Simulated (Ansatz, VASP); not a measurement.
Two plane-wave programs on CoSi3

File POSCAR:

```
CoSi3
1.0
    0.0000000000      2.9187279935      2.9187279935
    2.9187279935      0.0000000000      2.9187279935
    2.9187279935      2.9187279935      0.0000000000
Si Co
3 1
Direct
    0.2500000000      0.2500000000      0.2500000000
    0.7500000000      0.7500000000      0.7500000000
    0.5000000000      0.5000000000      0.5000000000
    0.0000000000      0.0000000000      0.0000000000
```

File INCAR.step1:

```
PREC = Accurate
ENCUT = 660
ISMEAR = 0
SIGMA = 0.1
LREAL = F
LASPH = T
NELM = 120
NBANDS = 18
GGA = PE
ALGO = Normal
EDIFF = 1E-5
LWAVE = T
LCHARG = F
GGA_COMPAT = F
```

File INCAR.step2:

```
PREC = Accurate
ENCUT = 660
EDIFF = 1E-6
ISMEAR = 0
SIGMA = 0.1
LREAL = F
LASPH = T
NELM = 120
ALGO = Normal
ISIF = 2
LWAVE = F
LCHARG = T
METAGGA = R2SCAN
LMIXTAU = T
LELF = T
LVHAR = T
NBANDS = 18
ISTART = 1
GGA_COMPAT = F
```

Contents of KPOINTS:

```
Automatic mesh
0
Gamma
  12 12 12
```

Input for Ansatz:

```yaml
crystal:
  lattice:
    - [0.0, 2.9187279935, 2.9187279935]
    - [2.9187279935, 0.0, 2.9187279935]
    - [2.9187279935, 2.9187279935, 0.0]
  atoms:
    - { symbol: Si, position: [0.25, 0.25, 0.25] }
    - { symbol: Si, position: [0.75, 0.75, 0.75] }
    - { symbol: Si, position: [0.5, 0.5, 0.5] }
    - { symbol: Co, position: [0.0, 0.0, 0.0] }
basis:
  ecutwfc: 500
kpoints:
  mp_grid: { grid: [12, 12, 12] }
hamiltonian:
  xc: r2scan
scf:
  occupations: { method: gaussian, width: 0.1 }
  lower_state_search: "off"
output:
  forces: true
  stress: true
  eigenvalues: true
```

Alike in both runs: task single point; functional r2SCAN; k mesh 12 × 12 × 12; occupations gaussian, width 0.1 eV; no spin polarisation.

|  | VASP | Ansatz |
| --- | --- | --- |
| version | VASP 6.6.1 | Ansatz 0.2.0 |
| potentials or method | VASP PAW PBE potentials, release 64 (Si, Co), cutoff 660 eV | scalar-relativistic, plane waves, PAW |
| valence electrons in the cell | 21 | 29 |

VASP gave:

```
gap on the k mesh at the Fermi level (eV) : none
pressure (GPa)                            : -1.5
```

Question: Estimate Ansatz's values.

Answer: gap on the k mesh at the Fermi level (eV): none; pressure (GPa): -1.6.

VASP's potentials were made for PBE, not for r2SCAN. A gap of «none» marks a metal or a gap that the smearing closes. VASP's potentials hold 21 valence electrons a cell and Ansatz's 29, so a difference there can come from the potentials and not from the codes.
